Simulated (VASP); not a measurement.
Write the native input for VASP 6.6.1 that does the following.

- Task: single point
- Functional: LDA
- Potentials or basis: VASP PAW LDA potentials, release 64 (Mg_sv, O)
- Cutoff: 750 eV
- k mesh: 10 × 10 × 10
- Occupations: gaussian, width 0.01 eV
- Spin: no spin polarisation
- Dipole correction: no
- Mended: yes
- Further INCAR settings: ALGO = Normal; EDIFF = 1e-06; NBANDS = 15

The structure of MgO lies in POSCAR:

```
MgO
1.0
    0.0000000000      2.0642571777      2.0642571777
    2.0642571777      0.0000000000      2.0642571777
    2.0642571777      2.0642571777      0.0000000000
Mg O
1 1
Direct
    0.0000000000      0.0000000000      0.0000000000
    0.5000000000      0.5000000000      0.5000000000
```

These files were run (other wordings do the same):

INCAR

```
SYSTEM = MgO
PREC = Accurate ; ENCUT = 750
EDIFF = 1E-6 ; ISMEAR = 0
SIGMA = 0.01 ; LREAL = .FALSE.
LASPH = .TRUE. ; NELM = 120
ALGO = Normal ; ISIF = 2
LWAVE = .FALSE. ; LCHARG = .FALSE.
NBANDS = 15 ; GGA_COMPAT = .FALSE.
```

KPOINTS

```
Automatic mesh
0
G
  10 10 10
  0 0 0
```

Potentials or basis: VASP PAW LDA potentials, release 64 (Mg_sv, O).

Run with:

```console
$ cat potpaw_LDA.64/Mg_sv/POTCAR potpaw_LDA.64/O/POTCAR > POTCAR
$ mpirun -np 1 vasp_std > vasp.out
```

Results of the run:

| Property | Result |
| --- | --- |
| Pressure | 4.1 GPa |
| Band gap on the k mesh | 5.28 eV |

Caveat: the cell stands under pressure.

It took 22 s on 1 thread of AMD EPYC 7R43 64-Core Processor (Zen 3), on a shared host, peak memory 0.11 GiB.
